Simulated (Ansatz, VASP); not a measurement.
HfN in VASP and in Ansatz

```
CELL_PARAMETERS angstrom
0.00000 2.23411 2.23411
2.23411 0.00000 2.23411
2.23411 2.23411 0.00000
ATOMIC_POSITIONS crystal
Hf 0.00000 0.00000 0.00000
N 0.50000 0.50000 0.50000
```

Alike in both runs: functional LDA; k mesh 16 × 16 × 16; occupations gaussian, width 0.1 eV; no spin polarisation.

Ansatz relaxed the structure, and its values are those at the end. VASP's run is a single point on that final structure, the one shown.

|  | VASP | Ansatz |
| --- | --- | --- |
| version | VASP 6.6.1 | Ansatz 0.2.0 |
| potentials or method | VASP PAW LDA potentials, release 64 (Hf_pv, N), cutoff 600 eV | scalar-relativistic, plane waves, PAW |
| valence electrons in the cell | 15 | 31 |

```tsv
	VASP	Ansatz	Ansatz less VASP
gap on the k mesh at the Fermi level (eV)	none	none	-
pressure (GPa)	-1.3	0.0	+1.32
```

Ansatz warns that its potentials were made for another functional, while VASP's fit it. LDA's correlation is that of Perdew and Zunger in VASP and of Perdew and Wang (1992) in Ansatz. A gap of «none» marks a metal or a gap that the smearing closes. VASP's potentials hold 15 valence electrons a cell and Ansatz's 31, so a difference there can come from the potentials and not from the codes.

Spin-orbit coupling is off throughout.
